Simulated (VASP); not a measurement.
The system is LiF.

```xyz
2
Lattice="1.5237 0.8797 2.4900 -1.5237 0.8797 2.4900 0.0000 -1.7594 2.4900" Properties=species:S:1:pos:R:3 pbc="T T T"
Li    0.0000    0.0000    7.7782
F     0.0000    0.0000    2.1751
```

* Program: VASP 6.6.1
* Task: relaxation of cell and atoms
* Functional: r2SCAN
* Dispersion: rVV10
* Potentials or basis: VASP PAW PBE potentials, release 64 (Li_sv, F)
* Cutoff: 600 eV
* k mesh: 10 × 10 × 10
* Occupations: fermi-dirac, width 0.03 eV
* Spin: no spin polarisation

At the start: pressure -2.0 GPa; volume 10.01 Å³/atom.

Question: How do energy, volume and symmetry change on relaxing?

Answer: Over 5 steps the energy falls by 2.0 meV/atom and the volume is 9.66 Å³/atom (-3.5 %); space group F-43m (No. 216, to 0.05 Å).

Step by step:
```
step  energy change (eV)  largest force (eV/Å)  pressure (GPa)  volume (Å³)
   1              0.0000                0.0014           -1.95        20.03
   2             -0.0032                0.0038           -1.00        19.67
   3             -0.0040                0.0115           -0.01        19.32
   4             -0.0040                0.0123            0.07        19.31
   5             -0.0040                0.0031            0.02        19.32
```

Final structure:
```
Li F
1.0
     1.50587    0.86942    2.45981
    -1.50587    0.86942    2.45981
     0.00000   -1.73883    2.45981
Li F
1 1
Direct
  0.04138 0.04138 0.04138
  0.29106 0.29106 0.29106
```

Caveat: the cutoff is under 1.25 times the usual one of these potentials, so pressure, stress and relaxed cells hold a basis-set (Pulay) error; the PAW data sets were made with another functional, which shifts forces and pressure a little.
